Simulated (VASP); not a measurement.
Set up this calculation in VASP 6.6.1, as the native input.

| Quantity | Value |
| --- | --- |
| Task | single point |
| Functional | PBEsol |
| Potentials or basis | VASP PAW PBE potentials, release 64 (Ta_pv, N) |
| Cutoff | 520 eV |
| k mesh | 13 × 13 × 13 |
| Occupations | gaussian, width 0.3 eV |
| Spin | no spin polarisation |
| Dipole correction | no |
| Further INCAR settings | ALGO = Normal; EDIFF = 1e-06; NBANDS = 15 |

The structure of TaN lies in POSCAR:

```
TaN
1.0
    0.0000000000      2.1790000000      2.1790000000
    2.1790000000      0.0000000000      2.1790000000
    2.1790000000      2.1790000000      0.0000000000
Ta N
1 1
Direct
    0.5000000000      0.5000000000      0.5000000000
    0.0000000000      0.0000000000      0.0000000000
```

The input as run:

INCAR

```
PREC     = Accurate       # precision mode
ENCUT    = 520            # plane-wave cutoff, eV
EDIFF    = 1E-6           # SCF threshold, eV
ISMEAR   = 0              # smearing method
SIGMA    = 0.3            # smearing width, eV
LREAL    = F              # projectors in reciprocal space
LASPH    = T              # aspherical terms in the spheres
NELM     = 60             # most SCF steps
ALGO     = Normal         # electronic algorithm
ISIF     = 2              # what is computed and relaxed
LWAVE    = F              # write WAVECAR
LCHARG   = F              # write CHGCAR
GGA      = PS             # functional
NBANDS   = 15             # bands
```

KPOINTS

```
regular mesh
0
Gamma
  13 13 13
```

Potentials or basis: VASP PAW PBE potentials, release 64 (Ta_pv, N).

Launch:

```sh
$ cat potpaw_PBE.64/Ta_pv/POTCAR potpaw_PBE.64/N/POTCAR > POTCAR
$ mpirun -np 1 vasp_std > vasp.out
```

It gave:

```yaml
Pressure: 5.6 GPa
Band_gap_on_the_k_mesh: zero (band 8 reaches 11.53 eV, above the bottom of band 9 at 7.48 eV)
```

Caveat: the PAW data sets were made with another functional, which shifts forces and pressure a little; spin-orbit coupling is left out, which moves the levels of the heavy elements.

It took 11 s on 1 thread of Intel(R) Xeon(R) 6975P-C (Granite Rapids), with other jobs on the host, peak memory 0.15 GiB.
